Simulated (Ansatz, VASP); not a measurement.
# Two plane-wave programs on Zn4Se3S

```
CELL_PARAMETERS angstrom
4.00005 -0.00015 0.00005
-2.00015 3.46392 -0.00024
0.00020 -0.00102 13.09730
ATOMIC_POSITIONS crystal
Zn 0.00023 0.00016 0.00820
Zn 0.00003 0.00017 0.49786
Zn 0.33310 0.66644 0.24228
Zn 0.66664 0.33327 0.75261
Se 0.99997 0.99995 0.68674
Se 0.33333 0.66681 0.43225
Se 0.66686 0.33341 0.94209
S 0.99983 0.99979 0.18795
```

Change from the starting cell: cell x1, atoms moved at random (sigma 0.15 Å) and cell strained at random (1.5 %), then relaxed without symmetry.

Alike in both runs: functional PBE; k mesh 6 × 6 × 1; occupations gaussian, width 0.1 eV; no spin polarisation.

Ansatz relaxed the structure, and its values are those at the end. VASP's run is a single point on that final structure, the one shown.

```csv
,VASP,Ansatz
version,VASP 6.6.1,Ansatz 0.2.0
potentials or method,"VASP PAW PBE potentials, release 64 (Zn, Se, S), cutoff 520 eV","scalar-relativistic, plane waves, PAW"
valence electrons in the cell,72,102
```

VASP gave:

- gap on the k mesh at the Fermi level (eV): 1.23
- least direct gap on the mesh (eV): 1.23
- pressure (GPa): 0.2

Problem. Which values does Ansatz return?

Solution. gap on the k mesh at the Fermi level (eV): 1.23; least direct gap on the mesh (eV): 1.23; pressure (GPa): 0.0.

VASP's potentials hold 72 valence electrons a cell and Ansatz's 102, so a difference there can come from the potentials and not from the codes.

The k mesh is coarse, so the values compare programs but aren't converged.
